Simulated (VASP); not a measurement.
Runs of VASP 6.6.1 on Cd. The structure is that of space group P6_3/mmc (No. 194), or close to it. The cells are those of the table. 

```csv
cell,gap on the mesh (eV),pressure (GPa)
"a = 2.901, b = 2.901, c = 5.069 Å, angles 90.0, 90.0, 120.0°, 2 atoms",none,(b)
"a = 2.952, b = 2.952, c = 5.461 Å, angles 90.0, 90.0, 120.0°, 2 atoms",none,1.4
"a = 2.957, b = 2.957, c = 5.549 Å, angles 90.0, 90.0, 120.0°, 2 atoms",none,0.4
"a = 2.890, b = 2.890, c = 4.891 Å, angles 90.0, 90.0, 120.0°, 2 atoms",none,15.8
"a = 2.908, b = 2.908, c = 5.204 Å, angles 90.0, 90.0, 120.0°, 2 atoms",none,7.6
"a = 2.930, b = 2.930, c = 5.306 Å, angles 90.0, 90.0, 120.0°, 2 atoms",none,(a)
"a = 2.946, b = 2.946, c = 5.398 Å, angles 90.0, 90.0, 120.0°, 2 atoms",none,2.5
```

Alike in all rows: task single point; level PBEsol; potentials or basis VASP PAW PBE potentials, release 64 (Cd); no spin polarisation; k mesh 18 × 18 × 8; cutoff (eV) 500; smearing fermi-dirac 0.1 eV.

Task: Fill in the values left out.

Result: (a) 4.5; (b) 10.7.

Caveats: the PAW data sets were made with another functional, which shifts forces and pressure a little; the cell stands under pressure (at least some runs).

A k mesh can miss the band edges, and the runs leave out spin-orbit coupling on Cd.

A gap of «none» marks levels without a gap at the run's occupations.
